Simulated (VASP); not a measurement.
Input of a VASP 6.6.1 run:

INCAR

```
SYSTEM = AlN
ALGO     = Normal         ! electronic algorithm
EDIFF    = 1E-6           ! SCF threshold, eV
ENCUT    = 520            ! plane-wave cutoff, eV
GGA      = PE             ! functional
ISIF     = 2              ! what is computed and relaxed
ISMEAR   = 0              ! smearing method
LASPH    = .TRUE.         ! aspherical terms in the spheres
LCHARG   = .FALSE.        ! write CHGCAR
LREAL    = .FALSE.        ! projectors in reciprocal space
LWAVE    = .FALSE.        ! write WAVECAR
NBANDS   = 11             ! bands
NELM     = 60             ! most SCF steps
PREC     = Accurate       ! precision mode
SIGMA    = 0.05           ! smearing width, eV
```

Contents of KPOINTS:

```
k-points
0
G
  10 10 10
  0 0 0
```

The input POSCAR:

```
AlN
1.0
    0.0000000000      2.0040002300      2.0040002300
    2.0040002300      0.0000000000      2.0040002300
    2.0040002300      2.0040002300      0.0000000000
Al N
1 1
Direct
    0.5000000000      0.5000000000      0.5000000000
    0.0000000000      0.0000000000      0.0000000000
```

Potentials or basis: VASP PAW PBE potentials, release 64 (Al, N).

Launch:

```bash
$ cat potpaw_PBE.64/Al/POTCAR potpaw_PBE.64/N/POTCAR > POTCAR
$ mpirun -np 1 vasp_std > vasp.out
```

Task: Predict the band gap on the k mesh.

Result: 4.86 eV, indirect (least direct gap 6.06 eV).

Task: What does it give for the pressure?

Result: 12.5 GPa.

Caveat: the cell differs from its parent crystal (strain -0.015 along x and y, -0.015 along z). A k mesh can miss the band edges.
